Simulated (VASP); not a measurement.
# HfB (Fm-3m) in VASP: notebook

The runs below take HfB through single point, with PBEsol.

All numbers are computed with VASP 6.6.1; they aren't measurements. Logs are shortened: lines on timing, memory, paths and dates and some standing lists are left out, and cuts for length are marked.

## 1. The cell of the first run

Symmetry: Fm-3m, No. 225, cubic system. The conventional cell has a = 4.740 Å, b = 4.740 Å, c = 4.740 Å, α = 90.00°, β = 90.00°, γ = 90.00°. Within 3.1 Å of Hf (site symmetry m-3m) lie 6 B at 2.37 Å. B (site symmetry m-3m) has 6 Hf at 2.37 Å within 3.1 Å.

## 2. Single point, PBEsol (volume scaled by 0.97)

INCAR reads:

```
PREC = Accurate ; ENCUT = 520
EDIFF = 1E-6 ; ISMEAR = 0
SIGMA = 0.1 ; LREAL = F
LASPH = T ; NELM = 100
ALGO = Normal ; ISIF = 2
LWAVE = F ; LCHARG = F
GGA = PS ; NBANDS = 14
```

KPOINTS reads:

```
Automatic mesh
0
Gamma
  16 16 16
```

POSCAR reads:

```
HfB
1.0
    0.0000000000      2.3697647618      2.3697647618
    2.3697647618      0.0000000000      2.3697647618
    2.3697647618      2.3697647618      0.0000000000
Hf B
1 1
Direct
    0.5000000000      0.5000000000      0.5000000000
    0.0000000000      0.0000000000      0.0000000000
```

Potentials or basis: VASP PAW PBE potentials, release 64 (Hf_pv, B).

Launch:

```console
> cat potpaw_PBE.64/Hf_pv/POTCAR potpaw_PBE.64/B/POTCAR > POTCAR
> mpirun -np 1 vasp_std > vasp.out
```

OUTCAR:

```text
PREC = Accurate
   ENCUT = 520
   EDIFF = 1E-6
   ISMEAR = 0
   LREAL = F
   LASPH = T
   NELM = 100
   ISIF = 2
   GGA = PS

 ion  position               nearest neighbor table
   1  0.500  0.500  0.500-   2 2.37   2 2.37   2 2.37   2 2.37   2 2.37   2 2.37
   2  0.000  0.000  0.000-   1 2.37   1 2.37   1 2.37   1 2.37   1 2.37   1 2.37

  LATTYP: Found a face centered cubic cell.
 ALAT       =     4.7395295236

  Lattice vectors:

 A1 = (   0.0000000000,   2.3697647618,   2.3697647618)
 A2 = (   2.3697647618,   0.0000000000,   2.3697647618)
 A3 = (   2.3697647618,   2.3697647618,   0.0000000000)

Analysis of symmetry for initial positions (statically):
=====================================================================
 Subroutine PRICEL returns:
 Original cell was already a primitive cell.

 Routine SETGRP: Setting up the symmetry group for a
 face centered cubic supercell.

 Subroutine GETGRP returns: Found 48 space group operations
 (whereof 48 operations were pure point group operations)
 out of a pool of 48 trial point group operations.

The static configuration has the point symmetry O_h .

Analysis of symmetry for dynamics (positions and initial velocities):
=====================================================================
 Subroutine PRICEL returns:
 Original cell was already a primitive cell.

 Routine SETGRP: Setting up the symmetry group for a
 face centered cubic supercell.

 Subroutine GETGRP returns: Found 48 space group operations
 (whereof 48 operations were pure point group operations)
 out of a pool of 48 trial point group operations.

The dynamic configuration has the point symmetry O_h .

 Subroutine INISYM returns: Found 48 space group operations
 (whereof 48 operations are pure point group operations),
 and found     1 'primitive' translations

----------------------------------------------------------------------------------------

                                     Primitive cell

  volume of cell :      26.6162

  direct lattice vectors                    reciprocal lattice vectors
     0.000000000  2.369764762  2.369764762    -0.210991406  0.210991406  0.210991406
     2.369764762  0.000000000  2.369764762     0.210991406 -0.210991406  0.210991406
     2.369764762  2.369764762  0.000000000     0.210991406  0.210991406 -0.210991406

  length of vectors
     3.351353466  3.351353466  3.351353466     0.365447836  0.365447836  0.365447836

  position of ions in fractional coordinates (direct lattice)
     0.500000000  0.500000000  0.500000000
     0.000000000  0.000000000  0.000000000

  ion indices of the primitive-cell ions
   primitive index   ion index
                 1           1
                 2           2

----------------------------------------------------------------------------------------

 KPOINTS: Automatic mesh

Automatic generation of k-mesh.
 Grid dimensions read from file:
 generate k-points for:   16   16   16

 Generating k-lattice:

  Cartesian coordinates                     Fractional coordinates (reciprocal lattice)
    -0.013186963  0.013186963  0.013186963     0.062500000  0.000000000  0.000000000
     0.013186963 -0.013186963  0.013186963     0.000000000  0.062500000  0.000000000
     0.013186963  0.013186963 -0.013186963     0.000000000  0.000000000  0.062500000

  Length of vectors
     0.022840490  0.022840490  0.022840490

  Shift w.r.t. Gamma in fractional coordinates (k-lattice)
     0.000000000  0.000000000  0.000000000

 Subroutine IBZKPT returns following result:
 ===========================================

 Found    145 irreducible k-points:

 Following reciprocal coordinates:
            Coordinates               Weight
  0.000000  0.000000  0.000000      1.000000
  0.062500  0.000000  0.000000      8.000000
  0.125000  0.000000  0.000000      8.000000
  0.187500  0.000000  0.000000      8.000000
  0.250000  0.000000  0.000000      8.000000
  0.312500  0.000000  0.000000      8.000000
[... 16 lines left out ...]
 -0.125000  0.062500  0.000000     24.000000
 -0.062500  0.062500  0.000000     12.000000
 [... further k-points ...]
   k-points           NKPTS =    145   k-points in BZ     NKDIM =    145   number of bands    NBANDS=     14
   number of dos      NEDOS =    301   number of ions     NIONS =      2
   total plane-waves  NPLWV =  21952
   dimension x,y,z NGX =    28 NGY =   28 NGZ =   28
   dimension x,y,z NGXF=    56 NGYF=   56 NGZF=   56
   ions per type =               1   1
   NGX,Y,Z   is equivalent  to a cutoff of  13.89, 13.89, 13.89 a.u.
   NGXF,Y,Z  is equivalent  to a cutoff of  27.78, 27.78, 27.78 a.u.
 SYSTEM =  unknown system
   PREC   = accura    normal or accurate (medium, high low for compatibility)
   ISTART =      0    job   : 0-new  1-cont  2-samecut
   ICHARG =      2    charge: 1-file 2-atom 10-const
   ISPIN  =      1    spin polarized calculation?
   LNONCOLLINEAR =      F non collinear calculations
   LSORBIT =      F    spin-orbit coupling
   LASPH  =      T    aspherical Exc in radial PAW
   ENCUT  =  520.0 eV  38.22 Ry    6.18 a.u.   6.23  6.23  6.23*2*pi/ulx,y,z
   NELM   =    100;   NELMIN=  2; NELMDL= -5     # of ELM steps
   EDIFF  = 0.1E-05   stopping-criterion for ELM
   LREAL  =      F    real-space projection
   EDIFFG = 0.1E-04   stopping-criterion for IOM
   NSW    =      0    number of steps for IOM
   IBRION =     -1    ionic relax: 0-MD 1-quasi-New 2-CG
   NFREE  =      0    steps in history (QN), initial steepest desc. (CG)
   ISIF   =      2    stress and relaxation
   ISYM   =      2    0-nonsym 1-usesym 2-fastsym
   POTIM  = 0.5000    time-step for ionic-motion
   TEBEG  =    0.0;   TEEND  =   0.0 temperature during run
   PSTRESS=    0.0 pullay stress
   NELECT =      13.0000    total number of electrons
   NUPDOWN=      -1.0000    fix difference up-down
   EMIN   =  10.00;   EMAX   =-10.00  energy-range for DOS
   EFERMI =   0.00;   METHOD = LEGACY
   ISMEAR =     0;   SIGMA  =   0.10  broadening in eV -4-tet -1-fermi 0-gaus
   EFERMI_NEDOS =   21; number of points for ismear=-14 and -15
   IALGO  =     38    algorithm
   IMIX   =      4    mixing-type and parameters
     AMIX     =   0.40;   BMIX     =  1.00
     AMIX_MAG =   1.60;   BMIX_MAG =  1.00
  volume/ion in A,a.u.               =      13.31        89.81
  Fermi-wavevector in a.u.,A,eV,Ry     =   1.289261  2.436349 22.615507  1.662193
  Thomas-Fermi vector in A             =   2.421164
   LORBIT       =      0    0 simple, 1 ext, 2 COOP (PROOUT), +10 PAW based schemes
   GGA     = PS    functional components
   LHFCALC =     F    Hartree Fock is set to
   AEXX    =    0.0000 exact exchange contribution
   IVDW    =     0    specifies the selected vdW correction
   LEPSILON=     F    determine dielectric tensor
   LRPA    =     F    only Hartree local field effects (RPA)
 non-spin polarized calculation
 Gauss-broadening in eV      SIGMA  =   0.10
  energy-cutoff  :      520.00
  volume of cell :       26.62
 maximum number of plane-waves:       728
 NGX is ok and might be reduce to    28
   NGX = 13   NGY = 13   NGZ = 13

 number of electron      13.0000000 magnetization

 Free energy of the ion-electron system (eV)
  ---------------------------------------------------
  ext. energy  EPLUGINS =         0.00000000
  ---------------------------------------------------
  free energy    TOTEN  =       -18.39463485 eV

  energy without entropy =      -18.39043969  energy(sigma->0) =      -18.39253727

 E-fermi :   4.5169     XC(G=0): -12.0430

 val. band max:        4.5091179230   @ k =   0.2500   0.0625   0.0000
 cond. band min:       4.5211743011   @ k =   0.5000   0.2500   0.0000
 fundamental gap:      0.0120563780
 Fermi energy:         4.5168745857

 k-point     1 :       0.0000    0.0000    0.0000
  band No.  band energies     occupation
      1     -24.1374      2.00000
      2     -24.1374      2.00000
      3     -24.1374      2.00000
      4      -4.7971      2.00000
      5       6.5901      0.00000
      6       6.5901      0.00000
      7       6.5901      0.00000
      8       8.2925      0.00000
      9       8.2925      0.00000
     10       8.2925      0.00000
     11       8.4253      0.00000
     12       8.4253      0.00000
     13      15.8732      0.00000
     14      16.4046      0.00000

 k-point     2 :       0.0625    0.0000    0.0000
  band No.  band energies     occupation
      1     -24.1598      2.00000
      2     -24.1398      2.00000
      3     -24.1398      2.00000
      4      -4.6935      2.00000
      5       6.2031      0.00000
      6       6.5240      0.00000
      7       6.5240      0.00000
      8       7.4493      0.00000
      9       7.4493      0.00000
     10       8.4947      0.00000
     11       9.5435      0.00000
     12       9.5435      0.00000
     13      16.1401      0.00000
     14      16.5423      0.00000

 k-point     3 :       0.1250    0.0000    0.0000
  band No.  band energies     occupation
      1     -24.2229      2.00000
      2     -24.1465      2.00000
      3     -24.1465      2.00000
      4      -4.3900      2.00000
      5       5.3899      0.00000
      6       5.9662      0.00000
      7       5.9662      0.00000
      8       7.3169      0.00000
      9       7.3169      0.00000
     10       8.8107      0.00000
     11      10.8517      0.00000
     12      10.8517      0.00000
     13      16.8693      0.00000
     14      16.9109      0.00000
[... 324 lines left out ...]
 k-point    23 :      -0.1250    0.0625    0.0000
  band No.  band energies     occupation
      1     -24.2596      2.00000
      2     -24.1679      2.00000
      3     -24.1441      2.00000
      4      -4.1615      2.00000
      5       5.0402      0.00000
      6       5.4530      0.00000
      7       5.5352      0.00000
      8       7.0466      0.00000
      9       8.0023      0.00000
     10       9.1671      0.00000
     11      10.7113      0.00000
     12      12.0949      0.00000
     13      17.1377      0.00000
     14      17.4086      0.00000

 k-point    24 :      -0.0625    0.0625    0.0000
  band No.  band energies     occupation
      1     -24.1906      2.00000
      2     -24.1529      2.00000
      3     -24.1394      2.00000
      4      -4.5237      2.00000
      5       5.8859      0.00000
      6       5.9653      0.00000
      7       6.3978      0.00000
      8       6.7453      0.00000
      9       7.8019      0.00000
     10       8.8574      0.00000
     11       9.7212      0.00000
     12      10.7527      0.00000
     13      16.5642      0.00000
     14      16.7603      0.00000

 [... further k-points ...]

------------------------ aborting loop because EDIFF is reached ----------------------------------------

  FORCE on cell =-STRESS in cart. coord.  units (eV):
  Direction    XX          YY          ZZ          XY          YZ          ZX
  --------------------------------------------------------------------------------------
  -------------------------------------------------------------------------------------
  Total        1.0402832      1.0402832      1.0402832      0.0000000      0.0000000     -0.0000000
  in kB       62.6204909     62.6204909     62.6204909      0.0000000      0.0000000     -0.0000000
  external PRESSURE =      62.6204909 kB  Pullay stress =       0.0000000 kB

 VOLUME and BASIS-vectors are now :
 -----------------------------------------------------------------------------
  energy-cutoff  :      520.00
  volume of cell :       26.62
      direct lattice vectors                 reciprocal lattice vectors
     0.000000000  2.369764762  2.369764762    -0.210991406  0.210991406  0.210991406
     2.369764762  0.000000000  2.369764762     0.210991406 -0.210991406  0.210991406
     2.369764762  2.369764762  0.000000000     0.210991406  0.210991406 -0.210991406

 POSITION                                       TOTAL-FORCE (eV/Angst)
 -----------------------------------------------------------------------------------
      2.36976      2.36976      2.36976         0.000000     -0.000000      0.000000
      0.00000      0.00000      0.00000        -0.000000      0.000000     -0.000000
 -----------------------------------------------------------------------------------
    total drift:                                0.000000      0.000000      0.000000

  FREE ENERGIE OF THE ION-ELECTRON SYSTEM (eV)
  ---------------------------------------------------
  free  energy   TOTEN  =       -18.3946348461 eV

  energy  without entropy=      -18.3904396940  energy(sigma->0) =      -18.39253727
```

It took 43 s on 1 thread of Intel Xeon Platinum 8375C at 2.90GHz (Ice Lake), shared host; peak memory 0.2 GiB.

Results:

```
Free energy : -18.3946 eV
Pressure    : 6.3 GPa
```

Caveat: the cell differs from its parent crystal (volume scaled by 0.97); the PAW data sets were made with another functional, which shifts forces and pressure a little; spin-orbit coupling is left out, which moves the levels of the heavy elements.

## 3. Single point, PBEsol

This run uses another cell than the first one, of 13.72 Å³/atom, 1.031 times its volume.

INCAR reads:

```
SYSTEM = HfB
  PREC = Accurate
  ENCUT = 520
  EDIFF = 1E-6
  ISMEAR = 0
  SIGMA = 0.1
  LREAL = .FALSE.
  LASPH = .TRUE.
  NELM = 100
  ALGO = Normal
  ISIF = 2
  LWAVE = .FALSE.
  LCHARG = .FALSE.
  GGA = PS
  NBANDS = 14
```

KPOINTS reads:

```
Automatic mesh
0
G
  16 16 16
  0 0 0
```

POSCAR reads:

```
HfB
1.0
    0.0000000000      2.3939477051      2.3939477051
    2.3939477051      0.0000000000      2.3939477051
    2.3939477051      2.3939477051      0.0000000000
Hf B
1 1
Direct
    0.5000000000      0.5000000000      0.5000000000
    0.0000000000      0.0000000000      0.0000000000
```

Potentials or basis: VASP PAW PBE potentials, release 64 (Hf_pv, B).

Launch:

```console
> cat potpaw_PBE.64/Hf_pv/POTCAR potpaw_PBE.64/B/POTCAR > POTCAR
> mpirun -np 1 vasp_std > vasp.out
```

Wall time 45 s (1 thread of Intel Xeon Platinum 8375C at 2.90GHz (Ice Lake), shared host); peak memory 0.2 GiB.

It converged, with:

```
Free energy : -18.4115 eV
Pressure    : 0.3 GPa
```

Levels at points of the mesh, in eV from the Fermi level:
```csv
k point,band 4,band 5,band 6,band 7,band 8,band 9,band 10,band 11
"(0.00, 0.00, 0.00)",-9.21,2.04,2.04,2.04,3.69,3.69,3.69,3.80
"(0.50, 0.00, 0.00)",-4.72,-4.35,-1.19,-1.19,5.80,5.80,6.67,7.86
"(0.50, 0.50, 0.00)",-6.41,-1.18,-0.88,2.05,2.05,5.55,6.98,6.98
```

Caveat: the PAW data sets were made with another functional, which shifts forces and pressure a little; spin-orbit coupling is left out, which moves the levels of the heavy elements.
